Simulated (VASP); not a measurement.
# Ru (Im-3m) in VASP: notebook

Runs on Ru. Level: PBEsol. Tasks: single point, relaxation of cell and atoms.

All numbers are computed with VASP 6.6.1; they aren't measurements. Logs are shortened: lines on timing, memory, paths and dates and some standing lists are left out, and cuts for length are marked.

### Step 1. The cell of the first run

It takes space group Im-3m (No. 229, cubic). Conventional cell: a = 3.059 Å, b = 3.059 Å, c = 3.059 Å, α = 90.00°, β = 90.00°, γ = 90.00°. Within 3.5 Å of Ru (site symmetry m-3m) lie 14 Ru at 2.65 to 3.06 Å.

### Step 2. Single point, PBEsol (volume scaled by 1.04)

Contents of INCAR:

```
SYSTEM = Ru
PREC = Accurate
ENCUT = 520
EDIFF = 1E-6
ISMEAR = -1
SIGMA = 0.1
LREAL = .FALSE.
LASPH = .TRUE.
NELM = 60
ALGO = Normal
ISIF = 2
LWAVE = .FALSE.
LCHARG = .FALSE.
GGA = PS
NBANDS = 13
```

Contents of KPOINTS:

```
regular mesh
0
G
  16 16 16
  0 0 0
```

Contents of POSCAR:

```
Ru
1.0
   -1.5296213903      1.5296213903      1.5296213903
    1.5296213903     -1.5296213903      1.5296213903
    1.5296213903      1.5296213903     -1.5296213903
Ru
1
Direct
    0.0000000000      0.0000000000      0.0000000000
```

Potentials or basis: VASP PAW PBE potentials, release 64 (Ru_pv).

Command:

```sh
> cat potpaw_PBE.64/Ru_pv/POTCAR > POTCAR
> mpirun -np 1 vasp_std > vasp.out
```

OUTCAR:

```text
SYSTEM = Ru
   PREC = Accurate
   ENCUT = 520
   EDIFF = 1E-6
   ISMEAR = -1
   LREAL = .FALSE.
   LASPH = .TRUE.
   NELM = 60
   ISIF = 2
   GGA = PS

 ion  position               nearest neighbor table
   1  0.000  0.000  0.000-

  LATTYP: Found a body centered cubic cell.
 ALAT       =     3.0592427806

  Lattice vectors:

 A1 = (  -1.5296213903,   1.5296213903,   1.5296213903)
 A2 = (   1.5296213903,  -1.5296213903,   1.5296213903)
 A3 = (   1.5296213903,   1.5296213903,  -1.5296213903)

Analysis of symmetry for initial positions (statically):
=====================================================================
 Subroutine PRICEL returns:
 Original cell was already a primitive cell.

 Routine SETGRP: Setting up the symmetry group for a
 body centered cubic supercell.

 Subroutine GETGRP returns: Found 48 space group operations
 (whereof 48 operations were pure point group operations)
 out of a pool of 48 trial point group operations.

The static configuration has the point symmetry O_h .

Analysis of symmetry for dynamics (positions and initial velocities):
=====================================================================
 Subroutine PRICEL returns:
 Original cell was already a primitive cell.

 Routine SETGRP: Setting up the symmetry group for a
 body centered cubic supercell.

 Subroutine GETGRP returns: Found 48 space group operations
 (whereof 48 operations were pure point group operations)
 out of a pool of 48 trial point group operations.

The dynamic configuration has the point symmetry O_h .

 Subroutine INISYM returns: Found 48 space group operations
 (whereof 48 operations are pure point group operations),
 and found     1 'primitive' translations

----------------------------------------------------------------------------------------

                                     Primitive cell

  volume of cell :      14.3157

  direct lattice vectors                    reciprocal lattice vectors
    -1.529621390  1.529621390  1.529621390     0.000000000  0.326878274  0.326878274
     1.529621390 -1.529621390  1.529621390     0.326878274  0.000000000  0.326878274
     1.529621390  1.529621390 -1.529621390     0.326878274  0.326878274  0.000000000

  length of vectors
     2.649381964  2.649381964  2.649381964     0.462275688  0.462275688  0.462275688

  position of ions in fractional coordinates (direct lattice)
     0.000000000  0.000000000  0.000000000

  ion indices of the primitive-cell ions
   primitive index   ion index
                 1           1

----------------------------------------------------------------------------------------

 KPOINTS: regular mesh

Automatic generation of k-mesh.
 Grid dimensions read from file:
 generate k-points for:   16   16   16

 Generating k-lattice:

  Cartesian coordinates                     Fractional coordinates (reciprocal lattice)
     0.000000000  0.020429892  0.020429892     0.062500000  0.000000000  0.000000000
     0.020429892  0.000000000  0.020429892     0.000000000  0.062500000  0.000000000
     0.020429892  0.020429892  0.000000000     0.000000000  0.000000000  0.062500000

  Length of vectors
     0.028892231  0.028892231  0.028892231

  Shift w.r.t. Gamma in fractional coordinates (k-lattice)
     0.000000000  0.000000000  0.000000000

 Subroutine IBZKPT returns following result:
 ===========================================

 Found    145 irreducible k-points:

 Following reciprocal coordinates:
            Coordinates               Weight
  0.000000  0.000000  0.000000      1.000000
  0.062500  0.000000  0.000000     12.000000
  0.125000  0.000000  0.000000     12.000000
  0.187500  0.000000  0.000000     12.000000
  0.250000  0.000000  0.000000     12.000000
  0.312500  0.000000  0.000000     12.000000
[... 16 lines left out ...]
  0.187500  0.187500  0.000000     24.000000
  0.250000  0.187500  0.000000     48.000000
 [... further k-points ...]
   k-points           NKPTS =    145   k-points in BZ     NKDIM =    145   number of bands    NBANDS=     13
   number of dos      NEDOS =    301   number of ions     NIONS =      1
   total plane-waves  NPLWV =   8000
   dimension x,y,z NGX =    20 NGY =   20 NGZ =   20
   dimension x,y,z NGXF=    40 NGYF=   40 NGZF=   40
   ions per type =               1
   NGX,Y,Z   is equivalent  to a cutoff of  12.55, 12.55, 12.55 a.u.
   NGXF,Y,Z  is equivalent  to a cutoff of  25.10, 25.10, 25.10 a.u.
 SYSTEM =  Ru
   PREC   = accura    normal or accurate (medium, high low for compatibility)
   ISTART =      0    job   : 0-new  1-cont  2-samecut
   ICHARG =      2    charge: 1-file 2-atom 10-const
   ISPIN  =      1    spin polarized calculation?
   LNONCOLLINEAR =      F non collinear calculations
   LSORBIT =      F    spin-orbit coupling
   LASPH  =      T    aspherical Exc in radial PAW
   ENCUT  =  520.0 eV  38.22 Ry    6.18 a.u.   4.93  4.93  4.93*2*pi/ulx,y,z
   NELM   =     60;   NELMIN=  2; NELMDL= -5     # of ELM steps
   EDIFF  = 0.1E-05   stopping-criterion for ELM
   LREAL  =      F    real-space projection
   EDIFFG = 0.1E-04   stopping-criterion for IOM
   NSW    =      0    number of steps for IOM
   IBRION =     -1    ionic relax: 0-MD 1-quasi-New 2-CG
   NFREE  =      0    steps in history (QN), initial steepest desc. (CG)
   ISIF   =      2    stress and relaxation
   ISYM   =      2    0-nonsym 1-usesym 2-fastsym
   POTIM  = 0.5000    time-step for ionic-motion
   TEBEG  =    0.0;   TEEND  =   0.0 temperature during run
   PSTRESS=    0.0 pullay stress
   NELECT =      14.0000    total number of electrons
   NUPDOWN=      -1.0000    fix difference up-down
   EMIN   =  10.00;   EMAX   =-10.00  energy-range for DOS
   EFERMI =   0.00;   METHOD = LEGACY
   ISMEAR =    -1;   SIGMA  =   0.10  broadening in eV -4-tet -1-fermi 0-gaus
   EFERMI_NEDOS =   21; number of points for ismear=-14 and -15
   IALGO  =     38    algorithm
   IMIX   =      4    mixing-type and parameters
     AMIX     =   0.40;   BMIX     =  1.00
     AMIX_MAG =   1.60;   BMIX_MAG =  1.00
  volume/ion in A,a.u.               =      14.32        96.61
  Fermi-wavevector in a.u.,A,eV,Ry     =   1.624976  3.070759 35.926814  2.640546
  Thomas-Fermi vector in A             =   2.718175
   LORBIT       =      0    0 simple, 1 ext, 2 COOP (PROOUT), +10 PAW based schemes
   GGA     = PS    functional components
   LHFCALC =     F    Hartree Fock is set to
   AEXX    =    0.0000 exact exchange contribution
   IVDW    =     0    specifies the selected vdW correction
   LEPSILON=     F    determine dielectric tensor
   LRPA    =     F    only Hartree local field effects (RPA)
 non-spin polarized calculation
  energy-cutoff  :      520.00
  volume of cell :       14.32
 maximum number of plane-waves:       402
   NGX =  9   NGY =  9   NGZ =  9

 number of electron      14.0000006 magnetization

 Free energy of the ion-electron system (eV)
  ---------------------------------------------------
  ext. energy  EPLUGINS =         0.00000000
  ---------------------------------------------------
  free energy    TOTEN  =        -9.51929490 eV

  energy without entropy =       -9.45145898  energy(sigma->0) =       -9.48537694

 E-fermi :  11.9168     XC(G=0): -13.9444

 val. band max:       11.9167104215   @ k =   0.2500   0.2500   0.0625
 cond. band min:      11.9194620388   @ k =   0.3125   0.1875   0.0625
 fundamental gap:      0.0027516174
 Fermi energy:        11.9167818182

 k-point     1 :       0.0000    0.0000    0.0000
  band No.  band energies     occupation
      1     -30.5874      2.00000
      2     -30.5874      2.00000
      3     -30.5874      2.00000
      4       4.0045      2.00000
      5       9.1981      2.00000
      6       9.1981      2.00000
      7       9.1981      2.00000
      8      11.8263      1.42368
      9      11.8263      1.42368
     10      22.3471      0.00000
     11      28.9906      0.00000
     12      28.9906      0.00000
     13      28.9906      0.00000

 k-point     2 :       0.0625    0.0000    0.0000
  band No.  band energies     occupation
      1     -30.6239      2.00000
      2     -30.5991      2.00000
      3     -30.5875      2.00000
      4       4.1725      2.00000
      5       9.1217      2.00000
      6       9.1932      2.00000
      7       9.3410      2.00000
      8      11.7261      1.74126
      9      11.8310      1.40428
     10      22.3471      0.00000
     11      29.0791      0.00000
     12      29.1602      0.00000
     13      29.2497      0.00000

 k-point     3 :       0.1250    0.0000    0.0000
  band No.  band energies     occupation
      1     -30.7269      2.00000
      2     -30.6325      2.00000
      3     -30.5878      2.00000
      4       4.6478      2.00000
      5       8.9106      2.00000
      6       9.1647      2.00000
      7       9.7609      2.00000
      8      11.5104      1.96622
      9      11.8490      1.32635
     10      22.3470      0.00000
     11      29.2198      0.00000
     12      29.4507      0.00000
     13      30.0011      0.00000

 k-point     4 :       0.1875    0.0000    0.0000
  band No.  band energies     occupation
      1     -30.8789      2.00000
      2     -30.6820      2.00000
      3     -30.5882      2.00000
      4       5.3236      2.00000
      5       8.6110      2.00000
      6       9.1261      2.00000
      7      10.4304      2.00000
      8      11.3599      1.99240
      9      11.8892      1.13691
     10      22.3469      0.00000
     11      29.0381      0.00000
     12      29.2452      0.00000
     13      31.1733      0.00000

 k-point     5 :       0.2500    0.0000    0.0000
  band No.  band energies     occupation
      1     -31.0550      2.00000
      2     -30.7400      2.00000
      3     -30.5886      2.00000
      4       5.9442      2.00000
      5       8.2795      2.00000
      6       9.2864      2.00000
      7      11.2989      1.99586
      8      11.3819      1.99054
      9      11.9580      0.79677
     10      22.3465      0.00000
     11      28.0500      0.00000
     12      28.2797      0.00000
     13      32.6582      0.00000

 k-point     6 :       0.3125    0.0000    0.0000
  band No.  band energies     occupation
      1     -31.2279      2.00000
      2     -30.7975      2.00000
      3     -30.5892      2.00000
      4       6.1858      2.00000
      5       7.9683      2.00000
      6       9.9859      2.00000
      7      11.5475      1.95141
      8      12.0518      0.41184
      9      12.2817      0.05072
     10      22.3458      0.00000
     11      26.1664      0.00000
     12      27.2412      0.00000
     13      33.7604      0.00000

 k-point     7 :       0.3750    0.0000    0.0000
  band No.  band energies     occupation
      1     -31.3720      2.00000
      2     -30.8459      2.00000
      3     -30.5896      2.00000
      4       6.1044      2.00000
      5       7.7184      2.00000
      6      11.0802      1.99953
      7      11.8274      1.41943
      8      12.1528      0.17244
      9      13.2423      0.00000
     10      22.3434      0.00000
     11      24.1492      0.00000
     12      26.3014      0.00000
     13      31.7638      0.00000
[... 193 lines left out ...]
 k-point    20 :       0.3125    0.1250   -0.0000
  band No.  band energies     occupation
      1     -31.3535      2.00000
      2     -30.8761      2.00000
      3     -30.6371      2.00000
      4       6.5160      2.00000
      5       7.8213      2.00000
      6       9.9755      2.00000
      7      11.5559      1.94728
      8      12.4200      0.01297
      9      14.4821      0.00000
     10      22.3432      0.00000
     11      24.0972      0.00000
     12      26.4638      0.00000
     13      30.1066      0.00000

 k-point    21 :       0.3750    0.1250    0.0000
  band No.  band energies     occupation
      1     -31.4292      2.00000
      2     -30.9178      2.00000
      3     -30.6384      2.00000
      4       6.3641      2.00000
      5       7.6834      2.00000
      6      10.6143      2.00000
      7      11.7037      1.78775
      8      12.7037      0.00076
      9      15.5911      0.00000
     10      22.2615      0.00000
     11      22.4445      0.00000
     12      25.8438      0.00000
     13      29.1527      0.00000

 k-point    22 :       0.4375    0.1250    0.0000
  band No.  band energies     occupation
      1     -31.4556      2.00000
      2     -30.9325      2.00000
      3     -30.6389      2.00000
      4       6.3012      2.00000
      5       7.6369      2.00000
      6      10.8540      1.99995
      7      11.7159      1.76345
      8      12.8886      0.00012
      9      16.1082      0.00000
     10      21.5858      0.00000
     11      22.3591      0.00000
     12      25.6215      0.00000
     13      28.8024      0.00000

 k-point    23 :       0.1875    0.1875    0.0000
  band No.  band energies     occupation
      1     -31.2104      2.00000
      2     -30.8080      2.00000
      3     -30.6529      2.00000
      4       6.8232      2.00000
      5       8.2174      2.00000
      6       8.6489      2.00000
      7      11.1916      1.99858
      8      12.2697      0.05699
      9      13.3166      0.00000
     10      22.3459      0.00000
     11      26.7229      0.00000
     12      27.4336      0.00000
     13      31.3874      0.00000

 k-point    24 :       0.2500    0.1875    0.0000
  band No.  band energies     occupation
      1     -31.3027      2.00000
      2     -30.8846      2.00000
      3     -30.6648      2.00000
      4       6.9336      2.00000
      5       7.9963      2.00000
      6       9.0906      2.00000
      7      11.3625      1.99220
      8      12.3902      0.01743
      9      14.7146      0.00000
     10      22.3446      0.00000
     11      24.9837      0.00000
     12      26.3750      0.00000
     13      30.0731      0.00000

 [... further k-points ...]
[... 5 lines left out ...]
  --------------------------------------------------------------------------------------
  -------------------------------------------------------------------------------------
  Total       -0.9890819     -0.9890819     -0.9890819     -0.0000000     -0.0000000      0.0000000
  in kB     -110.6957685   -110.6957685   -110.6957685     -0.0000000     -0.0000000      0.0000000
  external PRESSURE =    -110.6957685 kB  Pullay stress =       0.0000000 kB

 VOLUME and BASIS-vectors are now :
 -----------------------------------------------------------------------------
  energy-cutoff  :      520.00
  volume of cell :       14.32
      direct lattice vectors                 reciprocal lattice vectors
    -1.529621390  1.529621390  1.529621390     0.000000000  0.326878274  0.326878274
     1.529621390 -1.529621390  1.529621390     0.326878274  0.000000000  0.326878274
     1.529621390  1.529621390 -1.529621390     0.326878274  0.326878274  0.000000000

 POSITION                                       TOTAL-FORCE (eV/Angst)
 -----------------------------------------------------------------------------------
      0.00000      0.00000      0.00000         0.000000      0.000000      0.000000
 -----------------------------------------------------------------------------------
    total drift:                                0.000000     -0.000000      0.000000

  FREE ENERGIE OF THE ION-ELECTRON SYSTEM (eV)
  ---------------------------------------------------
  free  energy   TOTEN  =        -9.5192949000 eV

  energy  without entropy=       -9.4514589800  energy(sigma->0) =       -9.48537694
```

Run time: 18 s. Hardware: 1 thread of Intel Xeon 6975P-C, shared host; peak memory 0.14 GiB.

What came out:

```
Free energy            : -9.5193 eV
Pressure               : -11.1 GPa
Band gap on the k mesh : zero (band 7 reaches 13.67 eV, above the bottom of band 8 at 10.29 eV)
```

Caveat: the PAW data sets were made with another functional, which shifts forces and pressure a little.

[end of part 1 of 2]
